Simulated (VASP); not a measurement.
Here is a VASP 6.6.1 calculation.

INCAR

```
  PREC = Accurate
  ENCUT = 520
  EDIFF = 1E-6
  ISMEAR = 0
  SIGMA = 0.026000000000000002
  LREAL = False
  LASPH = True
  NELM = 80
  ALGO = Normal
  ISIF = 2
  LWAVE = False
  LCHARG = False
  GGA = PE
  NBANDS = 11
```

Contents of KPOINTS:

```
regular mesh
0
Gamma
  8 8 8
```

File POSCAR:

```
BeTe
1.0
    0.0000000000      2.7700000000      2.7700000000
    2.7700000000      0.0000000000      2.7700000000
    2.7700000000      2.7700000000      0.0000000000
Te Be
1 1
Direct
    0.7500000000      0.7500000000      0.7500000000
    0.0000000000      0.0000000000      0.0000000000
```

Potentials or basis: VASP PAW PBE potentials, release 64 (Te, Be).

Run with:

```sh
$ cat potpaw_PBE.64/Te/POTCAR potpaw_PBE.64/Be/POTCAR > POTCAR
$ mpirun -np 1 vasp_std > vasp.out
```

(1) What does it give for the band gap on the k mesh?

(2) What does it give for the pressure?

Results:

(1) 1.85 eV, indirect (least direct gap 3.56 eV).

(2) 4.5 GPa.

Caveat: spin-orbit coupling is left out, which moves the levels of the heavy elements.
